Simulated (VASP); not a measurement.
Write the native input for VASP 6.6.1 that does the following.

| Property | Result |
| --- | --- |
| Task | single point |
| Functional | BLYP |
| Potentials or basis | VASP PAW PBE potentials, release 64 (Os) |
| Cutoff | 520 eV |
| k mesh | 21 × 21 × 12 |
| Occupations | fermi-dirac, width 0.1 eV |
| Spin | no spin polarisation |
| Dipole correction | no |
| Further INCAR settings | ALGO = Normal; EDIFF = 1e-06; NBANDS = 15 |

The structure of Os lies in POSCAR:

```
Os
1.0
    2.6812320540      0.0000000000      0.0000000000
   -1.3406160270      2.3220150722      0.0000000000
    0.0000000000      0.0000000000      4.2148204273
Os
2
Direct
    0.3333333333      0.6666666667      0.2500000000
    0.6666666667      0.3333333333      0.7500000000
```

One way to write it, as run:

INCAR

```
SYSTEM = Os
AGGAC = 1.0
AGGAX = 1.0
ALDAC = 0.0
ALDAX = 1.0
ALGO = Normal
EDIFF = 1E-6
ENCUT = 520
GGA = B5
ISIF = 2
ISMEAR = -1
LASPH = .TRUE.
LCHARG = .FALSE.
LREAL = .FALSE.
LWAVE = .FALSE.
NBANDS = 15
NELM = 80
PREC = Accurate
SIGMA = 0.1
```

KPOINTS

```
k-points
0
G
  21 21 12
  0 0 0
```

Potentials or basis: VASP PAW PBE potentials, release 64 (Os).

Launch:

```console
$ cat potpaw_PBE.64/Os/POTCAR > POTCAR
$ mpirun -np 1 vasp_std > vasp.out
```

Results of the run:

| Property | Result |
| --- | --- |
| Pressure | 65.7 GPa |
| Band gap on the k mesh | zero (bands 8 and 9 overlap by 4.32 eV) |

Caveat: the cell stands under pressure; the PAW data sets were made with another functional, which shifts forces and pressure a little; spin-orbit coupling is left out, which moves the levels of the heavy elements.

It took 42 s on 1 thread of Intel(R) Xeon(R) 6975P-C (Granite Rapids) (shared host), peak memory 0.23 GiB.
